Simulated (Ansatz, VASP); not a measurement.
# Two plane-wave programs on Hf

Contents of INCAR:

```
  PREC = Accurate
  ENCUT = 520
  EDIFF = 1E-6
  ISMEAR = 0
  SIGMA = 0.15
  LREAL = F
  LASPH = T
  NELM = 60
  ALGO = Normal
  ISIF = 2
  LWAVE = F
  LCHARG = T
  GGA = PE
  LELF = T
  LVHAR = T
  NBANDS = 11
```

Contents of KPOINTS:

```
regular mesh
0
Gamma
  18 18 18
```

The input POSCAR:

```
Hf
1.0
   -1.8050000000      1.8050000000      1.7508500000
    1.8050000000     -1.8050000000      1.7508500000
    1.8050000000      1.8050000000     -1.7508500000
Hf
1
Direct
    0.0000000000      0.0000000000      0.0000000000
```

Input for Ansatz:

```yaml
crystal:
  lattice:
    - [-1.805, 1.805, 1.75085]
    - [1.805, -1.805, 1.75085]
    - [1.805, 1.805, -1.75085]
  atoms:
    - { symbol: Hf, position: [0.0, 0.0, 0.0] }
basis:
  ecutwfc: 420
kpoints:
  mp_grid: { grid: [18, 18, 18] }
hamiltonian:
  xc: pbe
scf:
  occupations: { method: gaussian, width: 0.15 }
output:
  forces: true
  stress: true
  eigenvalues: true
  write_density: true
  write_potential: true
  elf: true
  volumetric_format: npy
```

Change from the starting cell: strain +0.000 along x and y, -0.030 along z, atoms carried along.

Alike in both runs: task single point; functional PBE; k mesh 18 × 18 × 18; occupations gaussian, width 0.15 eV; no spin polarisation.

|  | VASP | Ansatz |
| --- | --- | --- |
| version | VASP 6.6.1 | Ansatz 0.2.0 |
| potentials or method | VASP PAW PBE potentials, release 64 (Hf_pv), cutoff 520 eV | scalar-relativistic, plane waves, PAW |
| valence electrons in the cell | 10 | 26 |

Ansatz gave:

| Quantity | Value |
| --- | --- |
| gap on the k mesh at the Fermi level (eV) | none |
| pressure (GPa) | -2.2 |
| traceless stress, the component that is largest in VASP (GPa) | -0.99 |

**Question.** Which values does VASP return?

**Answer.** gap on the k mesh at the Fermi level (eV): none; pressure (GPa): -2.5; traceless stress, the component that is largest in VASP (GPa): -1.02.

A gap of «none» marks a metal or a gap that the smearing closes. The functional is the same, so the differences come from potentials, cutoffs and numerics. VASP's potentials hold 10 valence electrons a cell and Ansatz's 26, so a difference there can come from the potentials and not from the codes.

Spin-orbit coupling is off throughout.
